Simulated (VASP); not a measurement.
Input of a VASP 6.6.1 run:

The input INCAR:

```
SYSTEM = BaS
PREC = Accurate
ENCUT = 520
EDIFF = 1E-7
ISMEAR = 0
SIGMA = 0.05
LREAL = .FALSE.
LASPH = .TRUE.
NELM = 60
ALGO = Normal
ISIF = 2
LWAVE = .FALSE.
LCHARG = .FALSE.
GGA = PS
NBANDS = 24
```

The input KPOINTS:

```
regular mesh
0
G
  6 6 8
  0 0 0
```

File POSCAR:

```
BaS
1.0
    5.3116676625      0.0000000000      0.0000000000
    0.0000000000      5.3116676625      0.0000000000
    0.0000000000      0.0000000000      3.7755016899
Ba S
2 2
Direct
    0.5000000000      0.0000000000      0.4378371217
    0.0000000000      0.5000000000      0.5621628783
    0.0000000000      0.0000000000      0.0000000000
    0.5000000000      0.5000000000      0.0000000000
```

Potentials or basis: VASP PAW PBE potentials, release 64 (Ba_sv, S).

Run with:

```bash
$ cat potpaw_PBE.64/Ba_sv/POTCAR potpaw_PBE.64/S/POTCAR > POTCAR
$ mpirun -np 1 vasp_std > vasp.out
```

Question: Estimate the band gap on the k mesh.

Answer: 1.40 eV, direct.

Question: What does it give for the largest force?

Answer: 0.042 eV/Å.

Question: Predict the pressure.

Answer: 2.1 GPa.

Forces on the atoms (eV/Å):
```
Ba   0.000  0.000  0.042
Ba   0.000  0.000 -0.042
S    0.000  0.000  0.000
S    0.000  0.000  0.000
```

Caveat: the PAW data sets were made with another functional, which shifts forces and pressure a little; spin-orbit coupling is left out, which moves the levels of the heavy elements. A k mesh can miss the band edges.
